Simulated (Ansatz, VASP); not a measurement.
## One calculation of H6C2O, two programs

```xyz
36
Lattice="7.2936 0.0000 0.0000 0.0000 7.2936 0.0000 0.0000 0.0000 7.2936" Properties=species:S:1:pos:R:3 pbc="T T T"
C     2.8123    0.0106    1.3431
C     2.8599    1.4225    0.8028
C     3.7713    5.0292    4.6658
C     2.6187    4.0528    4.8117
C     7.0173    0.0887    3.5724
C     6.1864    1.3404    3.8048
C     6.3054    6.7678    7.1210
C     6.5238    5.3043    7.4554
O     1.7034    2.1384    1.2799
O     2.8987    2.9132    3.9760
O     4.8936    0.9576    4.2598
O     5.3205    4.7840    8.0411
H     1.8800    3.0862    1.1717
H     3.7813    1.9251    1.1484
H     2.8733    1.4176   -0.3032
H     3.6170   -0.6026    0.9166
H     2.9403    0.0116    2.4339
H     1.8505   -0.4621    1.0966
H     2.0668    2.4445    3.7723
H     2.5029    3.7349    5.8702
H     1.6660    4.5209    4.4922
H     3.6217    5.9077    5.3084
H     4.7249    4.5544    4.9647
H     3.8709    5.3696    3.6223
H     4.2969    1.7387    4.2288
H     6.6880    1.9975    4.5569
H     6.1216    1.9192    2.8562
H     7.9999    0.3500    3.1402
H     7.1751   -0.4620    4.5159
H     6.4977   -0.5834    2.8635
H     5.4809    3.8492    8.2488
H     6.7855    4.7347    6.5389
H     7.3710    5.1970    8.1663
H     7.2433    7.2173    6.7656
H     5.5455    6.8942    6.3378
H     5.9858    7.3241    8.0130
```

Alike in both runs: functional PBE; dispersion D3(BJ); k mesh 1 × 1 × 1; occupations fermi-dirac, width 0.02 eV; no spin polarisation.

Ansatz relaxed the structure, and its values are those at the end. VASP's run is a single point on that final structure, the one shown.

|  | VASP | Ansatz |
| --- | --- | --- |
| version | VASP 6.6.1 | Ansatz 0.2.0 |
| potentials or method | VASP PAW PBE potentials, release 64 (C_h, O_h, H_h), cutoff 910 eV | scalar-relativistic, plane waves, PAW |
| valence electrons in the cell | 80 | 80 |

Ansatz gave:

| Quantity | Value |
| --- | --- |
| rms of the force components (eV/Å) | 0.088 |

Task: Which values does VASP return?

Result: rms of the force components (eV/Å): 0.087.

Noted on VASP's run: the cutoff is short for stress, so the pressure is rough.
